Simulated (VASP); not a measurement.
Set up this calculation in VASP 6.6.1, as the native input.

```yaml
Task: single point
Functional: PBE
Potentials_or_basis: VASP PAW PBE potentials, release 64 (Sn_d, O)
Cutoff: 520 eV
k_mesh: 6 × 8 × 3
Occupations: gaussian, width 0.05 eV
Spin: no spin polarisation
Dipole_correction: no
Further_INCAR_settings: ALGO = Normal; EDIFF = 1e-07; NBANDS = 64
```

The structure of SnO2 lies in POSCAR:

```
SnO2
1.0
    0.0000000000     -4.8277049970      0.0000000000
    0.0000000000      0.0000000000     -3.2379909379
    9.6554099939     -1.4483114991      0.9713972814
Sn O
4 8
Direct
    0.7895050000      0.2104950000      0.7016500000
    0.9395050000      0.0604950000      0.2016500000
    0.2145050000      0.7854950000      0.9516500000
    0.3645050000      0.6354950000      0.4516500000
    0.4369091506      0.2564857630      0.8549525432
    0.5869091506      0.1064857630      0.3549525432
   -0.0461093234      0.7395042370      0.7983474568
    0.1038906766      0.5895042370      0.2983474568
    0.2921008494      0.0145042370      0.0483474568
    0.1421008494      0.1645042370      0.5483474568
    0.7751193234      0.5314857630      0.1049525432
    0.6251193234      0.6814857630      0.6049525432
```

This cell differs from its parent crystal: the part above a cut slid along it.

One way to write it, as run:

INCAR

```
ALGO     = Normal         # electronic algorithm
EDIFF    = 1E-7           # SCF threshold, eV
ENCUT    = 520            # plane-wave cutoff, eV
GGA      = PE             # functional
ISIF     = 2              # what is computed and relaxed
ISMEAR   = 0              # smearing method
LASPH    = T              # aspherical terms in the spheres
LCHARG   = F              # write CHGCAR
LREAL    = F              # projectors in reciprocal space
LWAVE    = F              # write WAVECAR
NBANDS   = 64             # bands
NELM     = 100            # most SCF steps
PREC     = Accurate       # precision mode
SIGMA    = 0.05           # smearing width, eV
```

KPOINTS

```
k-points
0
Gamma
  6 8 3
```

Potentials or basis: VASP PAW PBE potentials, release 64 (Sn_d, O).

Launch:

```bash
$ cat potpaw_PBE.64/Sn_d/POTCAR potpaw_PBE.64/O/POTCAR > POTCAR
$ mpirun -np 1 vasp_std > vasp.out
```

It gave:

```yaml
Pressure: 45.5 GPa
Largest_force: 92.986 eV/Å
Band_gap_on_the_k_mesh: 1.06 eV (least direct gap 1.14 eV)
```

Caveat: the cell differs from its parent crystal (the part above a cut slid along it); atoms lie so close that the PAW spheres overlap strongly, which falsifies energies and pressures; the stress differs along the axes, from 19 to 82 GPa; spin-orbit coupling is left out, which moves the levels of the heavy elements; forces of over 1 eV/Å act on the atoms, so gaps and moduli don't describe the material at rest.

It took 18 min on 1 thread of Oxide Virtual Turin-like Processor, with other jobs on the host, peak memory 0.54 GiB.
